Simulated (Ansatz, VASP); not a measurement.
**TaN: VASP beside Ansatz**

The input POSCAR:

```
TaN
1.0
    2.9363381894      0.0000000000      0.0000000000
   -1.4681690947      2.5429434661      0.0000000000
    0.0000000000      0.0000000000      2.8598013836
Ta N
1 1
Direct
    0.0000000000      0.0000000000      0.0000000000
    0.6666666667      0.3333333333      0.5000000000
```

File INCAR.step1:

```
ALGO = Normal ; EDIFF = 1E-5
ENCUT = 660 ; GGA = PE
GGA_COMPAT = F ; ISMEAR = 0
LASPH = T ; LCHARG = F
LREAL = F ; LWAVE = T
NBANDS = 16 ; NELM = 120
PREC = Accurate ; SIGMA = 0.1
```

File INCAR.step2:

```
ALGO = Normal ; EDIFF = 1E-6
ENCUT = 660 ; GGA_COMPAT = F
ISIF = 2 ; ISMEAR = 0
ISTART = 1 ; LASPH = T
LCHARG = F ; LMIXTAU = T
LREAL = F ; LWAVE = F
METAGGA = R2SCAN ; NBANDS = 16
NELM = 120 ; PREC = Accurate
SIGMA = 0.1
```

File KPOINTS:

```
k-points
0
Gamma
  6 6 6
```

Input for Ansatz:

```yaml
crystal:
  lattice:
    - [2.9363381894, 0.0, 0.0]
    - [-1.4681690947, 2.5429434661, 0.0]
    - [0.0, 0.0, 2.8598013836]
  atoms:
    - { symbol: Ta, position: [0.0, 0.0, 0.0] }
    - { symbol: "N", position: [0.6666666667, 0.3333333333, 0.5] }
basis:
  ecutwfc: 500
kpoints:
  mp_grid: { grid: [6, 6, 6] }
hamiltonian:
  xc: r2scan
scf:
  occupations: { method: gaussian, width: 0.1 }
output:
  forces: true
  stress: true
  eigenvalues: true
```

Alike in both runs: task single point; functional r2SCAN; k mesh 6 × 6 × 6; occupations gaussian, width 0.1 eV; no spin polarisation.

|  | VASP | Ansatz |
| --- | --- | --- |
| version | VASP 6.6.1 | Ansatz 0.2.0 |
| potentials or method | VASP PAW PBE potentials, release 64 (Ta_sv_GW, N), cutoff 660 eV | scalar-relativistic, plane waves, PAW |
| valence electrons in the cell | 18 | 18 |

Ansatz gave:

```
gap on the k mesh at the Fermi level (eV)                     : none
pressure (GPa)                                                : 3.4
traceless stress, the component that is largest in VASP (GPa) : 4.09
```

Problem. Which values does VASP return?

Solution. gap on the k mesh at the Fermi level (eV): none; pressure (GPa): 3.3; traceless stress, the component that is largest in VASP (GPa): 4.18.

VASP's potentials were made for PBE, not for r2SCAN. A gap of «none» marks a metal or a gap that the smearing closes. The functional is the same, so the differences come from potentials, cutoffs and numerics.

The k mesh is coarse, so the values compare programs but aren't converged. Spin-orbit coupling is off throughout.
